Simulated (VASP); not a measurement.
Write the native input for VASP 6.6.1 that does the following.

```yaml
Task: single point
Functional: RPBE
Potentials_or_basis: VASP PAW PBE potentials, release 64 (Te)
Cutoff: 520 eV
k_mesh: 13 × 13 × 13
Occupations: fermi-dirac, width 0.1 eV
Spin: no spin polarisation
Dipole_correction: no
Further_INCAR_settings: ALGO = Normal; EDIFF = 1e-07; NBANDS = 9
```

The structure of Te lies in POSCAR:

```
Te
1.0
    0.0000000000      2.5342492123      2.5342492123
    2.5342492123      0.0000000000      2.5342492123
    2.5342492123      2.5342492123      0.0000000000
Te
1
Direct
    0.0000000000      0.0000000000      0.0000000000
```

This cell differs from its parent crystal: volume scaled by 1.12.

These files were run (other wordings do the same):

INCAR

```
PREC = Accurate ; ENCUT = 520
EDIFF = 1E-7 ; ISMEAR = -1
SIGMA = 0.1 ; LREAL = F
LASPH = T ; NELM = 100
ALGO = Normal ; ISIF = 2
LWAVE = F ; LCHARG = T
GGA = RP ; LELF = T
LVHAR = T ; NBANDS = 9
```

KPOINTS

```
Automatic mesh
0
Gamma
  13 13 13
```

Potentials or basis: VASP PAW PBE potentials, release 64 (Te).

The run is started by

```sh
$ cat potpaw_PBE.64/Te/POTCAR > POTCAR
$ mpirun -np 1 vasp_std > vasp.out
```

It gave:

```yaml
Pressure: -4.1 GPa
Band_gap_on_the_k_mesh: zero (band 3 reaches 8.51 eV, above the bottom of band 4 at 4.68 eV)
```

Caveat: the PAW data sets were made with another functional, which shifts forces and pressure a little; spin-orbit coupling is left out, which moves the levels of the heavy elements.

Wall time 13 s on 1 thread of Intel(R) Xeon(R) Platinum 8488C (Sapphire Rapids), with other jobs on the host, peak memory 0.17 GiB.
